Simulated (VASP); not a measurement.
# LuAs2Rh2 (I4/mmm) in VASP: single point with PBE

Aim: the single point of LuAs2Rh2 with PBE.

Program: VASP 6.6.1. These are calculated values, not measurements. Logs are shortened: lines on timing, memory, paths and dates and some standing lists are left out, and cuts for length are marked.

## Step 1: The cell of the first run

It takes space group I4/mmm (No. 139, tetragonal). The conventional cell has a = 4.086 Å, b = 4.086 Å, c = 10.143 Å, α = 90.00°, β = 90.00°, γ = 90.00°. Lu (site symmetry 4/mmm) has 10 As at 3.13 to 3.88 Å and 8 Rh at 3.26 Å and 4 Lu at 4.09 Å within 4.1 Å. Rh (site symmetry -4m2) has 4 As at 2.44 Å and 4 Rh at 2.89 Å and 4 Lu at 3.26 Å within 3.3 Å. As (site symmetry 4mm) has 1 As at 2.39 Å and 4 Rh at 2.44 Å and 4 Lu at 3.13 Å within 3.2 Å.

## Step 2: Single point, PBE

INCAR reads:

```
PREC = Accurate ; ENCUT = 520
EDIFF = 1E-6 ; ISMEAR = -1
SIGMA = 0.1 ; LREAL = F
LASPH = T ; NELM = 100
ALGO = Normal ; ISIF = 2
LWAVE = F ; LCHARG = F
GGA = PE ; NBANDS = 40
```

KPOINTS reads:

```
regular mesh
0
Gamma
  7 7 7
```

POSCAR reads:

```
LuAs2Rh2
1.0
    0.0000000000      4.0857756530      0.0000002061
    4.0857756530      0.0000000000      0.0000002061
    2.0428880823      2.0428880823     -5.0716418039
Lu Rh As
1 2 2
Direct
    0.0000000000      0.0000000000      0.0000000000
    0.7500000000      0.2500000000      0.5000000000
    0.2500000000      0.7500000000      0.5000000000
    0.3820880253      0.3820880253      0.2358239495
    0.6179119747      0.6179119747      0.7641760505
```

Potentials or basis: VASP PAW PBE potentials, release 64 (Lu, Rh_pv, As).

Launch:

```
> cat potpaw_PBE.64/Lu/POTCAR potpaw_PBE.64/Rh_pv/POTCAR potpaw_PBE.64/As/POTCAR > POTCAR
> mpirun -np 1 vasp_std > vasp.out
```

OUTCAR:

```text
PREC = Accurate
   ENCUT = 520
   EDIFF = 1E-6
   ISMEAR = -1
   LREAL = F
   LASPH = T
   NELM = 100
   ISIF = 2
   GGA = PE

 ion  position               nearest neighbor table
   1  0.000  0.000  0.000-   5 3.13   4 3.13   5 3.13   4 3.13   4 3.13   5 3.13   5 3.13   4 3.13
                             3 3.26   2 3.26   3 3.26   2 3.26   2 3.26   3 3.26   3 3.26   2 3.26
   2  0.750  0.250  0.500-   4 2.44   5 2.44   4 2.44   5 2.44   3 2.89   3 2.89   3 2.89   3 2.89
                             1 3.26   1 3.26   1 3.26   1 3.26
   3  0.250  0.750  0.500-   4 2.44   5 2.44   4 2.44   5 2.44   2 2.89   2 2.89   2 2.89   2 2.89
                             1 3.26   1 3.26   1 3.26   1 3.26
   4  0.382  0.382  0.236-   5 2.39   3 2.44   2 2.44   3 2.44   2 2.44   1 3.13   1 3.13   1 3.13
                             1 3.13
   5  0.618  0.618  0.764-   4 2.39   3 2.44   2 2.44   2 2.44   3 2.44   1 3.13   1 3.13   1 3.13
                             1 3.13

  LATTYP: Found a body centered tetragonal cell.
 ALAT       =     4.0857756530
 C/A-ratio  =     2.4825846746

  Lattice vectors:

 A1 = (  -2.0428880823,   2.0428875707,   5.0716420100)
 A2 = (   2.0428875707,  -2.0428880823,   5.0716420100)
 A3 = (   2.0428880823,   2.0428880823,  -5.0716418039)

Analysis of symmetry for initial positions (statically):
=====================================================================
 Subroutine PRICEL returns:
 Original cell was already a primitive cell.

 Routine SETGRP: Setting up the symmetry group for a
 body centered tetragonal supercell.

 Subroutine GETGRP returns: Found 16 space group operations
 (whereof 16 operations were pure point group operations)
 out of a pool of 16 trial point group operations.

The static configuration has the point symmetry D_4h.

Analysis of symmetry for dynamics (positions and initial velocities):
=====================================================================
 Subroutine PRICEL returns:
 Original cell was already a primitive cell.

 Routine SETGRP: Setting up the symmetry group for a
 body centered tetragonal supercell.

 Subroutine GETGRP returns: Found 16 space group operations
 (whereof 16 operations were pure point group operations)
 out of a pool of 16 trial point group operations.

The dynamic configuration has the point symmetry D_4h.

 Subroutine INISYM returns: Found 16 space group operations
 (whereof 16 operations are pure point group operations),
 and found     1 'primitive' translations

[... 103 lines left out ...]
   NSW    =      0    number of steps for IOM
   IBRION =     -1    ionic relax: 0-MD 1-quasi-New 2-CG
   NFREE  =      0    steps in history (QN), initial steepest desc. (CG)
   ISIF   =      2    stress and relaxation
   ISYM   =      2    0-nonsym 1-usesym 2-fastsym
   POTIM  = 0.5000    time-step for ionic-motion
   TEBEG  =    0.0;   TEEND  =   0.0 temperature during run
   PSTRESS=    0.0 pullay stress
   NELECT =      65.0000    total number of electrons
   NUPDOWN=      -1.0000    fix difference up-down
   EMIN   =  10.00;   EMAX   =-10.00  energy-range for DOS
   EFERMI =   0.00;   METHOD = LEGACY
   ISMEAR =    -1;   SIGMA  =   0.10  broadening in eV -4-tet -1-fermi 0-gaus
   EFERMI_NEDOS =   21; number of points for ismear=-14 and -15
   IALGO  =     38    algorithm
   IMIX   =      4    mixing-type and parameters
     AMIX     =   0.40;   BMIX     =  1.00
     AMIX_MAG =   1.60;   BMIX_MAG =  1.00
  volume/ion in A,a.u.               =      16.93       114.27
  Fermi-wavevector in a.u.,A,eV,Ry     =   1.499041  2.832776 30.573963  2.247123
  Thomas-Fermi vector in A             =   2.610722
   LORBIT       =      0    0 simple, 1 ext, 2 COOP (PROOUT), +10 PAW based schemes
   GGA     = PE    functional components
   LHFCALC =     F    Hartree Fock is set to
   AEXX    =    0.0000 exact exchange contribution
   IVDW    =     0    specifies the selected vdW correction
   LEPSILON=     F    determine dielectric tensor
   LRPA    =     F    only Hartree local field effects (RPA)
 non-spin polarized calculation
  energy-cutoff  :      520.00
  volume of cell :       84.66
 maximum number of plane-waves:      2295
   NGX = 15   NGY = 15   NGZ = 21

 number of electron      64.9999999 magnetization

 Free energy of the ion-electron system (eV)
  ---------------------------------------------------
  ext. energy  EPLUGINS =         0.00000000
  ---------------------------------------------------
  free energy    TOTEN  =       -31.90414336 eV

  energy without entropy =      -31.79530043  energy(sigma->0) =      -31.84972190

 E-fermi :   8.4328     XC(G=0): -12.2157

 val. band max:        8.4138297184   @ k =  -0.4286   0.4286   0.1429
 cond. band min:       8.4433403163   @ k =  -0.1429  -0.4286   0.1429
 fundamental gap:      0.0295105979
 Fermi energy:         8.4328390760

 k-point     1 :       0.0000    0.0000    0.0000
  band No.  band energies     occupation
      1     -48.5290      2.00000
      2     -38.3829      2.00000
      3     -38.3829      2.00000
      4     -38.2552      2.00000
      5     -38.2104      2.00000
      6     -38.2044      2.00000
[... 1021 lines left out ...]
     39      12.3958      0.00000
     40      12.7873      0.00000

 [... further k-points ...]

------------------------ aborting loop because EDIFF is reached ----------------------------------------

  FORCE on cell =-STRESS in cart. coord.  units (eV):
  Direction    XX          YY          ZZ          XY          YZ          ZX
  --------------------------------------------------------------------------------------
  -------------------------------------------------------------------------------------
  Total        2.7490285      2.7490285      2.8450170      0.0000000     -0.0000000     -0.0000000
  in kB       52.0226173     52.0226173     53.8391037      0.0000000     -0.0000001     -0.0000001
  external PRESSURE =      52.6281128 kB  Pullay stress =       0.0000000 kB

 VOLUME and BASIS-vectors are now :
 -----------------------------------------------------------------------------
  energy-cutoff  :      520.00
  volume of cell :       84.66
      direct lattice vectors                 reciprocal lattice vectors
     0.000000000  4.085775653  0.000000206    -0.000000005  0.244751564  0.098587412
     4.085775653  0.000000000  0.000000206     0.244751564 -0.000000005  0.098587412
     2.042888082  2.042888082 -5.071641804     0.000000010  0.000000010 -0.197174800

 POSITION                                       TOTAL-FORCE (eV/Angst)
 -----------------------------------------------------------------------------------
      0.00000      0.00000      0.00000        -0.000000      0.000000     -0.000000
      2.04289      4.08578     -2.53582         0.000000     -0.000000     -0.000000
      4.08578      2.04289     -2.53582        -0.000000      0.000000     -0.000000
      2.04289      2.04289     -1.19601         0.000000      0.000000     -0.027672
      4.08578      4.08578     -3.87563        -0.000000     -0.000000      0.027672
 -----------------------------------------------------------------------------------
    total drift:                                0.000000     -0.000000     -0.000000

  FREE ENERGIE OF THE ION-ELECTRON SYSTEM (eV)
  ---------------------------------------------------
  free  energy   TOTEN  =       -31.9041433649 eV

  energy  without entropy=      -31.7953004303  energy(sigma->0) =      -31.84972190
```

stdout:

```text
POSCAR found type information on POSCAR LuRhAs
 POSCAR found :  3 types and       5 ions
 scaLAPACK will be used
 LDA part: xc-table for (Slater+PW92), standard interpolation
 POSCAR, INCAR and KPOINTS ok, starting setup
 FFT: planning ... GRIDC
 FFT: planning ... GRID_SOFT
 FFT: planning ... GRID
 WAVECAR not read
 entering main loop
```

It took 3.4 min on 1 thread of Intel Xeon Platinum 8259CL at 2.50GHz (Skylake/Cascade Lake), shared host; peak memory 0.29 GiB.

What came out:

```yaml
Free_energy: -31.9041 eV
Pressure: 5.3 GPa
Largest_force: 0.028 eV/Å
Band_gap_on_the_k_mesh: zero (an odd number of electrons rules out a gap without spin polarisation)
```

Forces on the atoms (eV/Å):
```
Lu   0.000  0.000  0.000
Rh   0.000  0.000  0.000
Rh   0.000  0.000  0.000
As   0.000  0.000 -0.028
As   0.000  0.000  0.028
```

Levels at points of the mesh, in eV from the Fermi level:
```tsv
k point	band 29	band 30	band 31	band 32	band 33	band 34	band 35	band 36
(0.00, 0.00, 0.00)	-1.51	-1.51	-1.37	-0.88	-0.15	0.67	0.67	0.68
```

Caveat: the cell stands under pressure; spin-orbit coupling is left out, which moves the levels of the heavy elements.

The gap in the log of VASP goes by the Fermi energy; the results here count the filled bands.